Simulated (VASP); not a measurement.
Wanted: the native input for a VASP 6.6.1 run.

```
Task                   : single point
Functional             : PBEsol
Potentials or basis    : VASP PAW PBE potentials, release 64 (Cu)
Cutoff                 : 520 eV
k mesh                 : 24 × 24 × 8
Occupations            : gaussian, width 0.15 eV
Spin                   : no spin polarisation
Dipole correction      : no
Further INCAR settings : ALGO = Fast; EDIFF = 1e-07; NBANDS = 30
```

The structure of Cu lies in POSCAR:

```
Cu
1.0
    2.5908157287      0.0000000000      0.0000000000
   -1.2954078644      2.2437122375      0.0000000000
    0.0000000000      0.0000000000      7.7899665233
Cu
4
Direct
    0.0000000000      0.0000000000      0.0000000000
    0.3333333333      0.6666666667      0.2500000000
    0.0000000000      0.0000000000      0.5000000000
    0.6666666667      0.3333333333      0.7500000000
```

This isn't the form of Cu at room conditions, which is fcc.

This cell differs from its parent crystal: ratio of the length along z to the lengths across it x 0.92, volume and fractional coordinates fixed.

These files were run (other wordings do the same):

INCAR

```
ALGO     = Fast           # electronic algorithm
EDIFF    = 1E-7           # SCF threshold, eV
ENCUT    = 520            # plane-wave cutoff, eV
GGA      = PS             # functional
ISIF     = 2              # what is computed and relaxed
ISMEAR   = 0              # smearing method
LASPH    = T              # aspherical terms in the spheres
LCHARG   = T              # write CHGCAR
LELF     = T              # ELF
LREAL    = F              # projectors in reciprocal space
LVHAR    = T            
LWAVE    = F              # write WAVECAR
NBANDS   = 30             # bands
NELM     = 80             # most SCF steps
PREC     = Accurate       # precision mode
SIGMA    = 0.15           # smearing width, eV
```

KPOINTS

```
k-points
0
Gamma
  24 24 8
```

Potentials or basis: VASP PAW PBE potentials, release 64 (Cu).

Run with:

```console
$ cat potpaw_PBE.64/Cu/POTCAR > POTCAR
$ mpirun -np 1 vasp_std > vasp.out
```

It gave:

The pressure is 2.0 GPa and the band gap on the k mesh is zero (bands 22 and 23 overlap by 4.75 eV).

Caveat: the stress differs along the axes, from -3 to 12 GPa; the PAW data sets were made with another functional, which shifts forces and pressure a little.

Run time: 7.4 min on 1 thread of Intel(R) Xeon(R) Platinum 8488C (Sapphire Rapids), on a shared host, peak memory 0.39 GiB.
